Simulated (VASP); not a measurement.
Set up this calculation in VASP 6.6.1, as the native input.

| Quantity | Value |
| --- | --- |
| Task | relaxation of cell and atoms |
| Functional | PBE |
| Dispersion | D4 |
| Potentials or basis | VASP PAW PBE potentials, release 64 (K_sv) |
| Cutoff | 600 eV |
| k mesh | 7 × 7 × 7 |
| Occupations | fermi-dirac, width 0.05 eV |
| Spin | no spin polarisation |
| Dipole correction | no |
| Further INCAR settings | ALGO = Normal; EDIFF = 1e-06; IBRION = 2; EDIFFG = -0.01; NSW = 60; ISIF = 3 |

The structure of K lies in POSCAR:

```
K
1.0
   -2.6975585167      2.6975585167      2.6975585167
    2.6975585167     -2.6975585167      2.6975585167
    2.6975585167      2.6975585167     -2.6975585167
K
1
Direct
    0.0000000000      0.0000000000      0.0000000000
```

One way to write it, as run:

INCAR

```
  PREC = Accurate
  ENCUT = 600
  EDIFF = 1E-6
  ISMEAR = -1
  SIGMA = 0.05
  LREAL = False
  LASPH = True
  NELM = 100
  ALGO = Normal
  ISIF = 3
  LWAVE = False
  LCHARG = False
  GGA = PE
  IVDW = 13
  IBRION = 2
  NSW = 60
  EDIFFG = -0.01
```

KPOINTS

```
regular mesh
0
Gamma
  7 7 7
```

Potentials or basis: VASP PAW PBE potentials, release 64 (K_sv).

Command:

```console
$ cat potpaw_PBE.64/K_sv/POTCAR > POTCAR
$ mpirun -np 1 vasp_std > vasp.out
```

It gave:

```yaml
Relaxed_volume: 70.59 Å³/atom
Relaxed_cell: a = 4.509 Å, b = 4.509 Å, c = 4.509 Å, α = 109.47°, β = 109.47°, γ = 109.47°
Space_group_after_relaxing_to_0.05_Å: Im-3m (No. 229)
Energy_gained_by_relaxing: 9.3 meV/atom
Ionic_steps: 6
Pressure_after_relaxing: 0.0 GPa
Dispersion_energy_per_atom: -0.072 eV
```

Caveat: pairwise dispersion overbinds metals, which lowers pressure and volume.

It took 35 s on 1 thread of Intel(R) Xeon(R) 6975P-C (Granite Rapids), with other jobs on the host, peak memory 0.25 GiB.
